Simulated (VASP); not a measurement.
**W3C: single point with PBE**

The system is W3C, a slab with vacuum.

```
W C
1.0
     2.85459    0.00000    0.00000
    -1.42730    2.47215    0.00000
     0.00000    0.00000   20.19711
W C
3 1
Direct
  0.66667 0.33333 0.19805
  0.33333 0.66667 0.31433
  0.00000 0.00000 0.43061
  0.00000 0.33333 0.50822
```

* Program: VASP 6.6.1
* Task: single point
* Functional: PBE
* Potentials or basis: VASP PAW PBE potentials, release 64 (W_sv, C)
* Cutoff: 520 eV
* k mesh: 9 × 9 × 1
* Occupations: gaussian, width 0.1 eV
* Spin: no spin polarisation

- Largest force: 2.479 eV/Å
- Band gap on the k mesh: zero (bands 23 and 24 overlap by 0.78 eV)

Forces in eV/Å, atoms in the order of the input:
```
W   -0.046  0.038 -0.164
W   -0.029  0.181  0.213
W    1.176 -2.176 -0.161
C   -1.101  1.957  0.112
```

Levels at points of the mesh, in eV from the Fermi level:
| k point | band 21 | band 22 | band 23 | band 24 | band 25 | band 26 |
| --- | --- | --- | --- | --- | --- | --- |
| (0.00, 0.00, 0.00) | -0.55 | -0.38 | -0.16 | -0.01 | 0.03 | 0.45 |

Run time: 8.6 min on 1 thread of Intel Xeon 8259CL (shared host), peak memory 0.36 GiB.

Caveat: spin-orbit coupling is left out, which moves the levels of the heavy elements.
